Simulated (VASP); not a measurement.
# CsPbBr3 (Pm-3m) in VASP: dielectric tensor with PBEsol

Aim: the dielectric tensor of CsPbBr3 with PBEsol.

Everything below comes from runs of VASP 6.6.1. Logs are shortened: lines on timing, memory, paths and dates and some standing lists are left out, and cuts for length are marked.

### 1 The cell of the first run

The structure is cubic, space group Pm-3m (No. 221). The conventional cell has a = 5.870 Å, b = 5.870 Å, c = 5.870 Å, α = 90.00°, β = 90.00°, γ = 90.00°. Pb (site symmetry m-3m) has 6 Br at 2.94 Å within 3.9 Å. Cs (site symmetry m-3m) has 12 Br at 4.15 Å and 8 Pb at 5.08 Å within 5.4 Å. Br (site symmetry 4/mmm) has 2 Pb at 2.94 Å within 3.9 Å.

### 2 Dielectric tensor, PBEsol

The input, INCAR:

```
  PREC = Accurate
  ENCUT = 520
  EDIFF = 1E-8
  ISMEAR = 0
  SIGMA = 0.01
  LREAL = F
  LASPH = T
  NELM = 80
  ALGO = Normal
  ISIF = 2
  LWAVE = F
  LCHARG = F
  GGA = PS
  LEPSILON = T
```

The input, KPOINTS:

```
regular mesh
0
Gamma
  5 5 5
```

The input, POSCAR:

```
CsPbBr3
1.0
    5.8700000000      0.0000000000      0.0000000000
    0.0000000000      5.8700000000      0.0000000000
    0.0000000000      0.0000000000      5.8700000000
Pb Cs Br
1 1 3
Direct
    0.5000000000      0.5000000000      0.5000000000
    0.0000000000      0.0000000000      0.0000000000
    0.5000000000      0.5000000000      0.0000000000
    0.5000000000      0.0000000000      0.5000000000
    0.0000000000      0.5000000000      0.5000000000
```

Potentials or basis: VASP PAW PBE potentials, release 64 (Pb_d, Cs_sv, Br).

Started as:

```bash
$ cat potpaw_PBE.64/Pb_d/POTCAR potpaw_PBE.64/Cs_sv/POTCAR potpaw_PBE.64/Br/POTCAR > POTCAR
$ mpirun -np 1 vasp_std > vasp.out
```

OUTCAR:

```text
PREC = Accurate
   ENCUT = 520
   EDIFF = 1E-8
   ISMEAR = 0
   LREAL = F
   LASPH = T
   NELM = 80
   ISIF = 2
   GGA = PS
   LEPSILON = T

 ion  position               nearest neighbor table
   1  0.500  0.500  0.500-   3 2.94   4 2.94   5 2.94   3 2.94   4 2.94   5 2.94
   2  0.000  0.000  0.000-
   3  0.500  0.500  0.000-   1 2.94   1 2.94
   4  0.500  0.000  0.500-   1 2.94   1 2.94
   5  0.000  0.500  0.500-   1 2.94   1 2.94

  LATTYP: Found a simple cubic cell.
 ALAT       =     5.8700000000

  Lattice vectors:

 A1 = (   5.8700000000,   0.0000000000,   0.0000000000)
 A2 = (   0.0000000000,   5.8700000000,   0.0000000000)
 A3 = (   0.0000000000,   0.0000000000,   5.8700000000)

Analysis of symmetry for initial positions (statically):
=====================================================================
 Subroutine PRICEL returns:
 Original cell was already a primitive cell.

 Routine SETGRP: Setting up the symmetry group for a
 simple cubic supercell.

 Subroutine GETGRP returns: Found 48 space group operations
[... 9 lines left out ...]

 Routine SETGRP: Setting up the symmetry group for a
 simple cubic supercell.

 Subroutine GETGRP returns: Found 48 space group operations
[... 11 lines left out ...]
                                     Primitive cell

  volume of cell :     202.2620

  direct lattice vectors                    reciprocal lattice vectors
     5.870000000  0.000000000  0.000000000     0.170357751  0.000000000  0.000000000
     0.000000000  5.870000000  0.000000000     0.000000000  0.170357751  0.000000000
     0.000000000  0.000000000  5.870000000     0.000000000  0.000000000  0.170357751

  length of vectors
     5.870000000  5.870000000  5.870000000     0.170357751  0.170357751  0.170357751

  position of ions in fractional coordinates (direct lattice)
     0.500000000  0.500000000  0.500000000
     0.000000000  0.000000000  0.000000000
     0.500000000  0.500000000  0.000000000
     0.500000000  0.000000000  0.500000000
     0.000000000  0.500000000  0.500000000

  ion indices of the primitive-cell ions
   primitive index   ion index
                 1           1
                 2           2
                 3           3
                 4           4
                 5           5

----------------------------------------------------------------------------------------

 KPOINTS: regular mesh

Automatic generation of k-mesh.
 Grid dimensions read from file:
 generate k-points for:    5    5    5

 Generating k-lattice:

  Cartesian coordinates                     Fractional coordinates (reciprocal lattice)
     0.034071550  0.000000000  0.000000000     0.200000000  0.000000000  0.000000000
     0.000000000  0.034071550  0.000000000     0.000000000  0.200000000  0.000000000
     0.000000000  0.000000000  0.034071550     0.000000000  0.000000000  0.200000000

  Length of vectors
     0.034071550  0.034071550  0.034071550

  Shift w.r.t. Gamma in fractional coordinates (k-lattice)
     0.000000000  0.000000000  0.000000000

 Subroutine IBZKPT returns following result:
 ===========================================

 Found     10 irreducible k-points:

 Following reciprocal coordinates:
            Coordinates               Weight
  0.000000  0.000000  0.000000      1.000000
  0.200000  0.000000  0.000000      6.000000
  0.400000  0.000000  0.000000      6.000000
  0.200000  0.200000  0.000000     12.000000
  0.400000  0.200000  0.000000     24.000000
  0.400000  0.400000  0.000000     12.000000
  0.200000  0.200000  0.200000      8.000000
[... 46 lines left out ...]
   GGA     = PS    functional components
   LHFCALC =     F    Hartree Fock is set to
   AEXX    =    0.0000 exact exchange contribution
   IVDW    =     0    specifies the selected vdW correction
   LEPSILON=     T    determine dielectric tensor
   LRPA    =     F    only Hartree local field effects (RPA)
 non-spin polarized calculation
 Gauss-broadening in eV      SIGMA  =   0.01
  energy-cutoff  :      520.00
  volume of cell :      202.26
 maximum number of plane-waves:      5467
 NGX is ok and might be reduce to    48
   NGX = 21   NGY = 21   NGZ = 21

--------------------------------------- Ionic step        1  -------------------------------------------

 number of electron      44.0000000 magnetization

 E-fermi :   0.6247     XC(G=0):  -7.8181

 val. band max:        0.5459150751   @ k =   0.4000   0.4000   0.4000
 cond. band min:       3.1213133594   @ k =   0.4000   0.4000   0.4000
 fundamental gap:      2.5753982844
 Fermi energy:         0.6247427186

 k-point     1 :       0.0000    0.0000    0.0000
  band No.  band energies     occupation
      1     -20.2491      2.00000
      2     -15.6099      2.00000
      3     -15.6099      2.00000
      4     -15.4368      2.00000
      5     -15.4368      2.00000
      6     -15.4368      2.00000
[... 279 lines left out ...]
     25       3.3028      0.00000
     26       5.7587      0.00000

  FORCE on cell =-STRESS in cart. coord.  units (eV):
  Direction    XX          YY          ZZ          XY          YZ          ZX
  --------------------------------------------------------------------------------------
  -------------------------------------------------------------------------------------
  Total       -0.0492865     -0.0492865     -0.0492865     -0.0000000      0.0000000      0.0000000
  in kB       -0.3904133     -0.3904133     -0.3904133     -0.0000000      0.0000000      0.0000000
  external PRESSURE =      -0.3904133 kB  Pullay stress =       0.0000000 kB

 VOLUME and BASIS-vectors are now :
 -----------------------------------------------------------------------------
  energy-cutoff  :      520.00
  volume of cell :      202.26
      direct lattice vectors                 reciprocal lattice vectors
     5.870000000  0.000000000  0.000000000     0.170357751  0.000000000  0.000000000
     0.000000000  5.870000000  0.000000000     0.000000000  0.170357751  0.000000000
     0.000000000  0.000000000  5.870000000     0.000000000  0.000000000  0.170357751

 POSITION                                       TOTAL-FORCE (eV/Angst)
 -----------------------------------------------------------------------------------
      2.93500      2.93500      2.93500         0.000000      0.000000      0.000000
      0.00000      0.00000      0.00000         0.000000      0.000000      0.000000
      2.93500      2.93500      0.00000         0.000000      0.000000      0.000000
      2.93500      0.00000      2.93500         0.000000      0.000000      0.000000
      0.00000      2.93500      2.93500         0.000000      0.000000      0.000000
 -----------------------------------------------------------------------------------
    total drift:                                0.000000     -0.000000     -0.000000

  FREE ENERGIE OF THE ION-ELECTRON SYSTEM (eV)
  ---------------------------------------------------
  free  energy   TOTEN  =       -16.8220868229 eV

  energy  without entropy=      -16.8220868229  energy(sigma->0) =      -16.82208682

 HEAD OF MICROSCOPIC STATIC DIELECTRIC TENSOR (INDEPENDENT PARTICLE, excluding Hartree and local field effects)
 ------------------------------------------------------
           4.653401     0.000000     0.000000
           0.000000     4.653401     0.000000
           0.000000     0.000000     4.653401
 ------------------------------------------------------

 Free energy of the ion-electron system (eV)
  ---------------------------------------------------
  ---------------------------------------------------
  free energy    TOTEN  =        -2.00829047 eV

  energy without entropy =       -2.00829047

------------------------ aborting loop because EDIFF is reached ----------------------------------------

--------------------------------------- Ionic step        2  -------------------------------------------

------------------------ aborting loop because EDIFF is reached ----------------------------------------

--------------------------------------- Ionic step        3  -------------------------------------------

 Free energy of the ion-electron system (eV)
  ---------------------------------------------------
  ---------------------------------------------------
  free energy    TOTEN  =        -2.00829259 eV

  energy without entropy =       -2.00829259

------------------------ aborting loop because EDIFF is reached ----------------------------------------

 PIEZOELECTRIC TENSOR FIELD DIRECTION 3  (e Angst)
 -----------------------------------------------------------------------------
    -0.00285  0.00000  0.00000           (  0.00000  0.00000  0.00000)
     0.00000 -0.00285 -0.00000           (  0.00000  0.00000 -0.00000)
     0.00000 -0.00000  0.01908           (  0.00000 -0.00000  0.00005)

 PIEZOELECTRIC TENSOR FIELD DIRECTION 3  (C/m^2)
 -----------------------------------------------------------------------------
    -0.00023  0.00000  0.00000
     0.00000 -0.00023 -0.00000
     0.00000 -0.00000  0.00151

 MACROSCOPIC STATIC DIELECTRIC TENSOR (including local field effects in DFT)
 ------------------------------------------------------
           4.286630    -0.000000     0.000000
           0.000000     4.286630     0.000000
          -0.000000    -0.000000     4.286630
 ------------------------------------------------------

 PIEZOELECTRIC TENSOR (including local field effects)  for field in x, y, z        (e  Angst)
          XX          YY          ZZ          XY          YZ          ZX
  --------------------------------------------------------------------------------
  x     0.00000     0.00000     0.00000     0.00000     0.00000     0.00000
  y     0.00000     0.00000     0.00000     0.00000     0.00000     0.00000
  z     0.00000     0.00000     0.00000     0.00000     0.00000     0.00000

 PIEZOELECTRIC TENSOR (including local field effects)  for field in x, y, z        (C/m^2)
          XX          YY          ZZ          XY          YZ          ZX
  --------------------------------------------------------------------------------
  x     0.00000     0.00000     0.00000     0.00000     0.00000     0.00000
  y     0.00000     0.00000     0.00000     0.00000     0.00000     0.00000
  z     0.00000     0.00000     0.00000     0.00000     0.00000     0.00000

 BORN EFFECTIVE CHARGES (including local field effects) (in |e|, cummulative output)
 ---------------------------------------------------------------------------------
 ion    1
    1     4.24075    -0.00000    -0.00000
    2     0.00000     4.24075    -0.00000
    3    -0.00000    -0.00000     4.24075
 ion    2
    1     1.26126    -0.00000    -0.00000
    2    -0.00000     1.26126     0.00000
    3     0.00000    -0.00000     1.26126
 ion    3
    1    -0.87399     0.00000     0.00000
    2     0.00000    -0.87399     0.00000
    3    -0.00000     0.00000    -3.75403
 ion    4
    1    -0.87399    -0.00000     0.00000
    2    -0.00000    -3.75403    -0.00000
    3    -0.00000    -0.00000    -0.87399
 ion    5
    1    -3.75403     0.00000     0.00000
    2     0.00000    -0.87399     0.00000
    3    -0.00000     0.00000    -0.87399
```

Wall time 10 min (1 thread of AMD EPYC 9R45 (Zen 5), shared host); peak memory 0.52 GiB.

Results:

```yaml
Band_gap_on_the_k_mesh: 2.58 eV, direct
Electronic_dielectric_tensor_diagonal: 4.29
Born_charges_mean_of_the_diagonal: Pb +4.24; Cs +1.26; Br -1.83 e
```

Electronic dielectric tensor:
```
4.29 0.00 0.00
0.00 4.29 0.00
0.00 0.00 4.29
```

Born effective charge tensors (e):
atom 1, Pb
```
4.24 0.00 0.00
0.00 4.24 0.00
0.00 0.00 4.24
```
atom 2, Cs
```
1.26 0.00 0.00
0.00 1.26 0.00
0.00 0.00 1.26
```
atom 3, Br
```
-0.87  0.00  0.00
 0.00 -0.87  0.00
 0.00  0.00 -3.75
```
atom 4, Br
```
-0.87  0.00  0.00
 0.00 -3.75  0.00
 0.00  0.00 -0.87
```
atom 5, Br
```
-3.75  0.00  0.00
 0.00 -0.87  0.00
 0.00  0.00 -0.87
```

Caveat: the PAW data sets were made with another functional, which shifts forces and pressure a little; spin-orbit coupling is left out, which moves the levels of the heavy elements. A k mesh can miss the band edges.
